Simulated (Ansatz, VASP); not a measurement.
# Y in VASP and in Ansatz

Contents of INCAR:

```
SYSTEM = Y
ALGO     = Fast           ! electronic algorithm
EDIFF    = 1E-7           ! SCF threshold, eV
ENCUT    = 520            ! plane-wave cutoff, eV
GGA      = PS             ! functional
ISIF     = 2              ! what is computed and relaxed
ISMEAR   = 0              ! smearing method
LASPH    = .TRUE.         ! aspherical terms in the spheres
LCHARG   = .FALSE.        ! write CHGCAR
LREAL    = .FALSE.        ! projectors in reciprocal space
LWAVE    = .FALSE.        ! write WAVECAR
NBANDS   = 12             ! bands
NELM     = 80             ! most SCF steps
PREC     = Accurate       ! precision mode
SIGMA    = 0.15           ! smearing width, eV
```

KPOINTS

```
k-points
0
G
  16 16 16
  0 0 0
```

POSCAR

```
Y
1.0
    0.0000000000      2.4228750000      2.4850000000
    2.5471250000      0.0000000000      2.4850000000
    2.5471250000      2.4228750000      0.0000000000
Y
1
Direct
    0.0000000000      0.0000000000      0.0000000000
```

Input for Ansatz:

```yaml
crystal:
  lattice:
    - [0.0, 2.422875, 2.485]
    - [2.547125, 0.0, 2.485]
    - [2.547125, 2.422875, 0.0]
  atoms:
    - { symbol: "Y", position: [0.0, 0.0, 0.0] }
basis:
  ecutwfc: 420
kpoints:
  mp_grid: { grid: [16, 16, 16] }
hamiltonian:
  xc: pbesol
scf:
  occupations: { method: gaussian, width: 0.15 }
output:
  forces: true
  stress: true
  eigenvalues: true
```

Change from the starting cell: strain +0.0250 x Voigt [1, -1, 0, 0, 0, 0], atoms carried along.

Alike in both runs: task single point; functional PBEsol; k mesh 16 × 16 × 16; occupations gaussian, width 0.15 eV; no spin polarisation.

|  | VASP | Ansatz |
| --- | --- | --- |
| version | VASP 6.6.1 | Ansatz 0.2.0 |
| potentials or method | VASP PAW PBE potentials, release 64 (Y_sv), cutoff 520 eV | scalar-relativistic, plane waves, PAW |
| valence electrons in the cell | 11 | 11 |

```csv
,VASP,Ansatz,Ansatz less VASP
gap on the k mesh at the Fermi level (eV),none,none,-
pressure (GPa),0.1,0.2,+0.15
"traceless stress, the component that is largest in VASP (GPa)",-0.79,-0.78,+0.008
```

VASP's potentials were made for PBE, not for PBEsol. A gap of «none» marks a metal or a gap that the smearing closes.
